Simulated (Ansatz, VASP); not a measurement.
# One calculation of AlN, two programs

File INCAR:

```
PREC = Accurate
ENCUT = 520
EDIFF = 1E-8
ISMEAR = -1
SIGMA = 0.02
LREAL = F
LASPH = T
NELM = 80
ALGO = Normal
ISIF = 2
LWAVE = F
LCHARG = F
GGA = PE
LEFG = T
NBANDS = 11
```

The input KPOINTS:

```
regular mesh
0
Gamma
  10 10 10
```

Contents of POSCAR:

```
AlN
1.0
    0.0000000000      1.9613773654      1.9613773654
    1.9613773654      0.0000000000      1.9613773654
    1.9613773654      1.9613773654      0.0000000000
Al N
1 1
Direct
    0.0000000000      0.0000000000      0.0000000000
    0.5000000000      0.5000000000      0.5000000000
```

Input for Ansatz:

```yaml
crystal:
  lattice:
    - [0.0, 1.9613773654, 1.9613773654]
    - [1.9613773654, 0.0, 1.9613773654]
    - [1.9613773654, 1.9613773654, 0.0]
  atoms:
    - { symbol: Al, position: [0.0, 0.0, 0.0] }
    - { symbol: "N", position: [0.5, 0.5, 0.5] }
kpoints:
  mp_grid: { grid: [10, 10, 10] }
scf:
  occupations: { method: fermi_dirac, width: 0.02 }
hamiltonian:
  xc: pbe
  pseudopotentials: { kind: paw }
output:
  forces: true
  stress: true
  eigenvalues: true
  efg: { contact_densities: true }
```

Change from the starting cell: volume scaled by 0.975, PAW files.

Alike in both runs: task electric field gradients; functional PBE; k mesh 10 × 10 × 10; occupations fermi-dirac, width 0.02 eV; no spin polarisation.

|  | VASP | Ansatz |
| --- | --- | --- |
| version | VASP 6.6.1 | Ansatz 0.2.0 |
| potentials or method | VASP PAW PBE potentials, release 64 (Al, N) | PAW with Ansatz's default frozen-core files, scalar-relativistic |
| plane-wave cutoff (eV) | 520 | 420 |
| valence electrons in the cell | 8 | 8 |

Ansatz gave:

* gap on the k mesh at the Fermi level (eV): 5.12
* pressure (GPa): 34.8

Question: Estimate VASP's values.

Answer: gap on the k mesh at the Fermi level (eV): 5.13; pressure (GPa): 34.5.

Both programs put the cell under a high pressure, so it lies far from rest at this level.
